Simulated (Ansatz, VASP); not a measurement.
**B4Pd in VASP and in Ansatz**

```
B Pd
1.0
     2.97358    0.00000    0.00000
    -1.48679    2.57520    0.00000
     0.00000    0.00000    7.26508
B Pd
4 1
Direct
  0.33333 0.66667 0.27283
  0.33333 0.66667 0.72717
  0.66667 0.33333 0.50000
  0.33333 0.66667 0.50000
  0.00000 0.00000 0.00000
```

Alike in both runs: task relaxation of cell and atoms; functional PBE; k mesh 6 × 6 × 4; occupations gaussian, width 0.1 eV; no spin polarisation.

```csv
,VASP,Ansatz
version,VASP 6.6.1,Ansatz 0.2.0
potentials or method,"VASP PAW PBE potentials, release 64 (B, Pd), cutoff 600 eV","scalar-relativistic, plane waves, PAW"
valence electrons in the cell,22,30
```

```csv
,VASP,Ansatz,Ansatz less VASP
"gap on the k mesh at the Fermi level, each at its own relaxed structure (eV)",none,none,-
relaxed volume (Å³/atom),9.16,9.17,+0.010
relaxed cell length with the largest relative difference (Å),6.199,6.202,+0.0034
```

A gap of «none» marks a metal or a gap that the smearing closes. VASP's potentials hold 22 valence electrons a cell and Ansatz's 30, so a difference there can come from the potentials and not from the codes.

The k mesh is coarse, so the values compare programs but aren't converged. Noted on VASP's run: the volume moved by over 15 % at a fixed basis, so the end points are rough.
